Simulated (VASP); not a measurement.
A run of VASP 6.6.1 is set up as follows.

Contents of POSCAR:

```
C
1.0
    2.3988210749     -4.3694582406      0.0000000000
    2.3988210749      4.3694582406      0.0000000000
    0.0000000000      0.0000000000      2.5047085935
C
8
Direct
    0.6481731446      0.9813388589      0.0000000000
    0.3518268554      0.0186611411      0.0000000000
    0.0186611411      0.3518268554      0.0000000000
    0.9813388589      0.6481731446      0.0000000000
    0.4047354045      0.2263276525      0.5000000000
    0.5952645955      0.7736723475      0.5000000000
    0.7736723475      0.5952645955      0.5000000000
    0.2263276525      0.4047354045      0.5000000000
```

INCAR.step1

```
SYSTEM = C
  PREC = Accurate
  ENCUT = 520
  ISMEAR = 0
  SIGMA = 0.05
  LREAL = .FALSE.
  LASPH = .TRUE.
  NELM = 100
  NBANDS = 26
  GGA = PE
  ALGO = Normal
  EDIFF = 1E-4
  LWAVE = .TRUE.
  LCHARG = .FALSE.
```

The input INCAR.step2:

```
SYSTEM = C
  PREC = Accurate
  ENCUT = 520
  EDIFF = 1E-7
  ISMEAR = 0
  SIGMA = 0.05
  LREAL = .FALSE.
  LASPH = .TRUE.
  NELM = 100
  ALGO = Normal
  ISIF = 2
  LWAVE = .FALSE.
  LCHARG = .TRUE.
  METAGGA = R2SCAN
  LMIXTAU = .TRUE.
  LELF = .TRUE.
  LVHAR = .TRUE.
  NBANDS = 26
  ISTART = 1
```

File KPOINTS:

```
regular mesh
0
G
  6 6 10
  0 0 0
```

Potentials or basis: VASP PAW PBE potentials, release 64 (C).

The run is started by

```sh
$ cat potpaw_PBE.64/C/POTCAR > POTCAR
$ cp INCAR.step1 INCAR
$ mpirun -np 1 vasp_std > vasp.out
$ cp INCAR.step2 INCAR
$ mpirun -np 1 vasp_std > vasp.out
```

Problem. What does it give for the band gap on the k mesh?

Solution. 1.84 eV, indirect (least direct gap 2.49 eV).

Problem. Predict the largest force.

Solution. 1.492 eV/Å.

Forces on the atoms (eV/Å):
```
C   -1.430 -0.425  0.000
C    1.430  0.425  0.000
C    1.430 -0.425  0.000
C   -1.430  0.425  0.000
C   -0.042 -0.127  0.000
C    0.042  0.127  0.000
C    0.042 -0.127  0.000
C   -0.042  0.127  0.000
```

Caveat: the cell differs from its parent crystal (strain +0.1312 x Voigt [1, 0, 0, 0, 0, 0]); the PAW data sets were made with another functional, which shifts forces and pressure a little. A k mesh can miss the band edges.
